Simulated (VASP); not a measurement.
# Sc (P6/mmm) in VASP: a series of runs, part 2 of 2

VASP 6.6.1. The steps go on from the part before.

**5. Single point, PBEsol (23.53 Å³/atom)**

This run uses another cell than the first one, of 23.53 Å³/atom.

INCAR reads:

```
SYSTEM = Sc
PREC = Accurate
ENCUT = 520
EDIFF = 1E-6
ISMEAR = -1
SIGMA = 0.1
LREAL = .False.
LASPH = .True.
NELM = 60
ALGO = Normal
ISIF = 2
LWAVE = .False.
LCHARG = .True.
GGA = PS
LELF = .True.
LVHAR = .True.
NBANDS = 24
```

KPOINTS reads:

```
Automatic mesh
0
Gamma
  8 8 11
  0 0 0
```

POSCAR reads:

```
Sc
1.0
    5.0630214591      0.0000000000      0.0000000000
   -2.5315107296      4.3847052035      0.0000000000
    0.0000000000      0.0000000000      3.1801232713
Sc
3
Direct
    1.0000000000      1.0000000000      0.0000000000
    0.3333333333      0.6666666667      0.5000000000
    0.6666666667      0.3333333333      0.5000000000
```

Potentials or basis: VASP PAW PBE potentials, release 64 (Sc_sv).

Run with:

```sh
> cat potpaw_PBE.64/Sc_sv/POTCAR > POTCAR
> mpirun -np 1 vasp_std > vasp.out
```

OUTCAR:

```text
SYSTEM = Sc
   PREC = Accurate
   ENCUT = 520
   EDIFF = 1E-6
   ISMEAR = -1
   LREAL = .False.
   LASPH = .True.
   NELM = 60
   ISIF = 2
   GGA = PS

 ion  position               nearest neighbor table
   1  0.000  0.000  0.000-   2 3.33   3 3.33   2 3.33   3 3.33   3 3.33   3 3.33   2 3.33   2 3.33
                             3 3.33   3 3.33   2 3.33   2 3.33
   2  0.333  0.667  0.500-   3 2.92   3 2.92   3 2.92   1 3.33   1 3.33   1 3.33   1 3.33   1 3.33
                             1 3.33
   3  0.667  0.333  0.500-   2 2.92   2 2.92   2 2.92   1 3.33   1 3.33   1 3.33   1 3.33   1 3.33
                             1 3.33

  LATTYP: Found a hexagonal cell.
 ALAT       =     5.0630214591
 C/A-ratio  =     0.6281078003

  Lattice vectors:

 A1 = (   5.0630214591,   0.0000000000,   0.0000000000)
 A2 = (  -2.5315107296,   4.3847052035,   0.0000000000)
 A3 = (   0.0000000000,   0.0000000000,   3.1801232713)

Analysis of symmetry for initial positions (statically):
=====================================================================
 Subroutine PRICEL returns:
 Original cell was already a primitive cell.

 Routine SETGRP: Setting up the symmetry group for a
 hexagonal supercell.

 Subroutine GETGRP returns: Found 24 space group operations
 (whereof 24 operations were pure point group operations)
 out of a pool of 24 trial point group operations.

The static configuration has the point symmetry D_6h.

Analysis of symmetry for dynamics (positions and initial velocities):
=====================================================================
 Subroutine PRICEL returns:
 Original cell was already a primitive cell.

 Routine SETGRP: Setting up the symmetry group for a
 hexagonal supercell.

 Subroutine GETGRP returns: Found 24 space group operations
 (whereof 24 operations were pure point group operations)
 out of a pool of 24 trial point group operations.
[... 118 lines left out ...]
   ISMEAR =    -1;   SIGMA  =   0.10  broadening in eV -4-tet -1-fermi 0-gaus
   EFERMI_NEDOS =   21; number of points for ismear=-14 and -15
   IALGO  =     38    algorithm
   IMIX   =      4    mixing-type and parameters
     AMIX     =   0.40;   BMIX     =  1.00
     AMIX_MAG =   1.60;   BMIX_MAG =  1.00
  volume/ion in A,a.u.               =      23.53       158.81
  Fermi-wavevector in a.u.,A,eV,Ry     =   1.270520  2.400934 21.962804  1.614221
  Thomas-Fermi vector in A             =   2.403503
   LORBIT       =      0    0 simple, 1 ext, 2 COOP (PROOUT), +10 PAW based schemes
   GGA     = PS    functional components
   LHFCALC =     F    Hartree Fock is set to
   AEXX    =    0.0000 exact exchange contribution
   IVDW    =     0    specifies the selected vdW correction
   LEPSILON=     F    determine dielectric tensor
   LRPA    =     F    only Hartree local field effects (RPA)
 non-spin polarized calculation
  energy-cutoff  :      520.00
  volume of cell :       70.60
 maximum number of plane-waves:      1922
 NGX is ok and might be reduce to    40
   NGX = 19   NGY = 19   NGZ = 11

 number of electron      33.0000005 magnetization

 Free energy of the ion-electron system (eV)
  ---------------------------------------------------
  ext. energy  EPLUGINS =         0.00000000
  ---------------------------------------------------
  free energy    TOTEN  =       -19.73915452 eV

  energy without entropy =      -19.55190962  energy(sigma->0) =      -19.64553207

 E-fermi :   3.7931     XC(G=0): -10.1761

 val. band max:        3.7903829629   @ k =   0.0000   0.0000   0.0000
 cond. band min:       3.8009719568   @ k =   0.2500   0.2500   0.3636
 fundamental gap:      0.0105889939
 Fermi energy:         3.7930660968

 k-point     1 :       0.0000    0.0000    0.0000
  band No.  band energies     occupation
      1     -45.2849      2.00000
      2     -45.2094      2.00000
      3     -45.1519      2.00000
      4     -24.1564      2.00000
      5     -24.1564      2.00000
      6     -24.0286      2.00000
[... 637 lines left out ...]
     23       6.1289      0.00000
     24       6.6179      0.00000

 [... further k-points ...]

------------------------ aborting loop because EDIFF is reached ----------------------------------------

  FORCE on cell =-STRESS in cart. coord.  units (eV):
  Direction    XX          YY          ZZ          XY          YZ          ZX
  --------------------------------------------------------------------------------------
  -------------------------------------------------------------------------------------
  Total       -0.0107018     -0.0107018      0.0000020      0.0000000     -0.0000000      0.0000000
  in kB       -0.2428702     -0.2428702      0.0000459      0.0000000     -0.0000000      0.0000000
  external PRESSURE =      -0.1618982 kB  Pullay stress =       0.0000000 kB

 VOLUME and BASIS-vectors are now :
 -----------------------------------------------------------------------------
  energy-cutoff  :      520.00
  volume of cell :       70.60
      direct lattice vectors                 reciprocal lattice vectors
     5.063021459  0.000000000  0.000000000     0.197510520  0.114032752  0.000000000
    -2.531510730  4.384705204  0.000000000     0.000000000  0.228065504  0.000000000
     0.000000000  0.000000000  3.180123271     0.000000000  0.000000000  0.314453219

 POSITION                                       TOTAL-FORCE (eV/Angst)
 -----------------------------------------------------------------------------------
      0.00000      0.00000      0.00000         0.000000      0.000000     -0.000000
     -0.00000      2.92314      1.59006         0.000000      0.000000      0.000000
      2.53151      1.46157      1.59006        -0.000000      0.000000     -0.000000
 -----------------------------------------------------------------------------------
    total drift:                                0.000000      0.000000      0.000000

  FREE ENERGIE OF THE ION-ELECTRON SYSTEM (eV)
  ---------------------------------------------------
  free  energy   TOTEN  =       -19.7391545165 eV

  energy  without entropy=      -19.5519096216  energy(sigma->0) =      -19.64553207
```

stdout:

```text
POSCAR found type information on POSCAR Sc
 POSCAR found :  1 types and       3 ions
 scaLAPACK will be used
 -----------------------------------------------------------------------------
|                                                                             |
|                                                                             |
|     You enforced a specific xc type in the INCAR file but a different       |
|     I HOPE YOU KNOW WHAT YOU ARE DOING!                                     |
|                                                                             |
 -----------------------------------------------------------------------------

 LDA part: xc-table for (Slater+PW92), standard interpolation
 POSCAR, INCAR and KPOINTS ok, starting setup
 FFT: planning ... GRIDC
 FFT: planning ... GRID_SOFT
 FFT: planning ... GRID
 WAVECAR not read
 entering main loop
```

Wall time 54 s (1 thread of AMD EPYC 9R45 (Zen 5), shared host); peak memory 0.2 GiB.

What came out:

- Free energy: -19.7392 eV
- Pressure: 0.0 GPa
- Band gap on the k mesh: zero (an odd number of electrons rules out a gap without spin polarisation)

Caveat: the PAW data sets were made with another functional, which shifts forces and pressure a little.

**6. Single point, PBEsol (24.47 Å³/atom)**

This run uses another cell than the first one, of 24.47 Å³/atom.

INCAR reads:

```
PREC = Accurate ; ENCUT = 520
EDIFF = 1E-7 ; ISMEAR = -1
SIGMA = 0.1 ; LREAL = F
LASPH = T ; NELM = 60
ALGO = Normal ; ISIF = 2
LWAVE = F ; LCHARG = T
GGA = PS ; LELF = T
LVHAR = T ; NBANDS = 24
```

KPOINTS reads:

```
regular mesh
0
Gamma
  8 8 11
```

POSCAR reads:

```
Sc
1.0
    5.1296478031      0.0000000000      0.0000000000
   -2.5648239015      4.4424053099      0.0000000000
    0.0000000000      0.0000000000      3.2219717977
Sc
3
Direct
    1.0000000000      1.0000000000      0.0000000000
    0.3333333333      0.6666666667      0.5000000000
    0.6666666667      0.3333333333      0.5000000000
```

Potentials or basis: VASP PAW PBE potentials, release 64 (Sc_sv).

Run with:

```sh
> cat potpaw_PBE.64/Sc_sv/POTCAR > POTCAR
> mpirun -np 1 vasp_std > vasp.out
```

Run time: 71 s. Hardware: 1 thread of AMD EPYC 9R45 (Zen 5), shared host; peak memory 0.2 GiB.

It converged, with:

* Free energy: -19.7219 eV
* Pressure: -2.0 GPa
* Band gap on the k mesh: zero (an odd number of electrons rules out a gap without spin polarisation)

Levels at points of the mesh, in eV from the Fermi level:
```tsv
k point	band 14	band 15	band 16	band 17	band 18	band 19
(0.00, 0.00, 0.00)	-0.78	-0.04	-0.04	-0.03	-0.03	0.67
(0.50, 0.00, 0.00)	-3.02	-1.59	0.46	0.59	0.64	0.74
```

Caveat: the PAW data sets were made with another functional, which shifts forces and pressure a little.

**7. The runs side by side**

| cell | gap on the mesh (eV) | pressure (GPa) |
| --- | --- | --- |
| a = 4.852, b = 4.852, c = 3.047 Å, angles 90.0, 90.0, 120.0°, 3 atoms | none | 8.7 |
| a = 4.924, b = 4.924, c = 3.093 Å, angles 90.0, 90.0, 120.0°, 3 atoms | none | 5.3 |
| a = 4.995, b = 4.995, c = 3.137 Å, angles 90.0, 90.0, 120.0°, 3 atoms | none | 2.4 |
| a = 5.063, b = 5.063, c = 3.180 Å, angles 90.0, 90.0, 120.0°, 3 atoms | none | 0.0 |
| a = 5.130, b = 5.130, c = 3.222 Å, angles 90.0, 90.0, 120.0°, 3 atoms | none | -2.0 |

Alike in all rows: task single point; level PBEsol; potentials or basis VASP PAW PBE potentials, release 64 (Sc_sv); no spin polarisation; k mesh 8 × 8 × 11; cutoff (eV) 520; smearing fermi-dirac 0.1 eV.

Caveats: the PAW data sets were made with another functional, which shifts forces and pressure a little; the cell stands under pressure (at least some runs).

Absolute energies hang on the potentials; compare differences alone.
